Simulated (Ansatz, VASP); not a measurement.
## GaN in VASP and in Ansatz

```
CELL_PARAMETERS angstrom
3.18000 0.00000 0.00000
-1.59000 2.75396 0.00000
0.00000 0.00000 5.16600
ATOMIC_POSITIONS crystal
Ga 0.33333 0.66667 0.00000
Ga 0.66667 0.33333 0.50000
N 0.33859 0.66930 0.37894
N 0.67193 0.33596 0.87894
```

Change from the starting cell: all N atoms moved -0.025 Å, as atom 3 towards its neighbour atom 4 (N) at 3.169 Å.

Alike in both runs: task single point; functional r2SCAN; k mesh 12 × 12 × 6; occupations gaussian, width 0.05 eV; no spin polarisation.

```csv
,VASP,Ansatz
version,VASP 6.6.1,Ansatz 0.2.0
potentials or method,"VASP PAW PBE potentials, release 64 (Ga_d, N), cutoff 520 eV","scalar-relativistic, plane waves, PAW"
valence electrons in the cell,36,36
```

VASP gave:

* gap on the k mesh at the Fermi level (eV): 2.38
* least direct gap on the mesh (eV): 2.38
* pressure (GPa): 2.2
* traceless stress, the component that is largest in VASP (GPa): 0.52
* rms of the force components (eV/Å): 0.136

Estimate Ansatz's values.

gap on the k mesh at the Fermi level (eV): 2.39; least direct gap on the mesh (eV): 2.39; pressure (GPa): 1.1; traceless stress, the component that is largest in VASP (GPa): 0.50; rms of the force components (eV/Å): 0.132.

VASP's potentials were made for PBE, not for r2SCAN. Atom by atom the forces differ by 0.006 eV/Å (rms over components). With one functional, cell and mesh, what is left measures potentials, basis and numerics.
